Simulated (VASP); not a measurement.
Write the native input for VASP 6.6.1 that does the following.

```
Task                   : electric field gradients
Functional             : PBE
Potentials or basis    : VASP PAW PBE potentials, release 64 (Mg)
Cutoff                 : 520 eV
k mesh                 : 12 × 12 × 7
Occupations            : fermi-dirac, width 0.05 eV
Spin                   : no spin polarisation
Dipole correction      : no
Further INCAR settings : ALGO = Normal; EDIFF = 1e-08; NBANDS = 9
```

The structure of Mg lies in POSCAR:

```
Mg
1.0
    3.2092715325      0.0000000000      0.0000000000
   -1.6046357662      2.7793106748      0.0000000000
    0.0000000000      0.0000000000      5.2103300000
Mg
2
Direct
    0.3333333333      0.6666666667      0.2500000000
    0.6666666667      0.3333333333      0.7500000000
```

The input as run:

INCAR

```
PREC = Accurate
ENCUT = 520
EDIFF = 1E-8
ISMEAR = -1
SIGMA = 0.05
LREAL = F
LASPH = T
NELM = 80
ALGO = Normal
ISIF = 2
LWAVE = F
LCHARG = F
GGA = PE
LEFG = T
NBANDS = 9
```

KPOINTS

```
Automatic mesh
0
Gamma
  12 12 7
```

Potentials or basis: VASP PAW PBE potentials, release 64 (Mg).

The run is started by

```sh
$ cat potpaw_PBE.64/Mg/POTCAR > POTCAR
$ mpirun -np 1 vasp_std > vasp.out
```

It gave:

```yaml
Pressure: -0.6 GPa
Band_gap_on_the_k_mesh: zero (bands 2 and 3 overlap by 2.24 eV)
Largest_electric_field_gradient_by_atom: Mg +1.1 V/Å²
```

Caveat: without QUAD_EFG the Cq values of the log hold for a quadrupole moment of 1 mb, not for the nuclei.

Run time: 20 s on 1 thread of Intel Xeon 8259CL (shared host), peak memory 0.17 GiB.
